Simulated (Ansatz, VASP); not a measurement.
# MgS: VASP beside Ansatz

```xyz
2
Lattice="0.0000 2.6197 2.6197 2.6197 0.0000 2.6197 2.6197 2.6197 0.0000" Properties=species:S:1:pos:R:3 pbc="T T T"
Mg    0.0000    0.0000    0.0000
S     2.6197    2.6197    2.6197
```

Alike in both runs: task single point; functional PBE; dispersion D4; k mesh 8 × 8 × 8; occupations gaussian, width 0.05 eV; no spin polarisation.

|  | VASP | Ansatz |
| --- | --- | --- |
| version | VASP 6.6.1 | Ansatz 0.2.0 |
| potentials or method | VASP PAW PBE potentials, release 64 (Mg, S), cutoff 600 eV | scalar-relativistic, plane waves, PAW |
| valence electrons in the cell | 8 | 16 |

Ansatz gave:

| Property | Result |
| --- | --- |
| gap on the k mesh at the Fermi level (eV) | 2.75 |
| least direct gap on the mesh (eV) | 3.56 |
| pressure (GPa) | -2.9 |

Task: Estimate VASP's values.

Result: gap on the k mesh at the Fermi level (eV): 2.73; least direct gap on the mesh (eV): 3.55; pressure (GPa): -3.2.

VASP's potentials hold 8 valence electrons a cell and Ansatz's 16, so a difference there can come from the potentials and not from the codes.
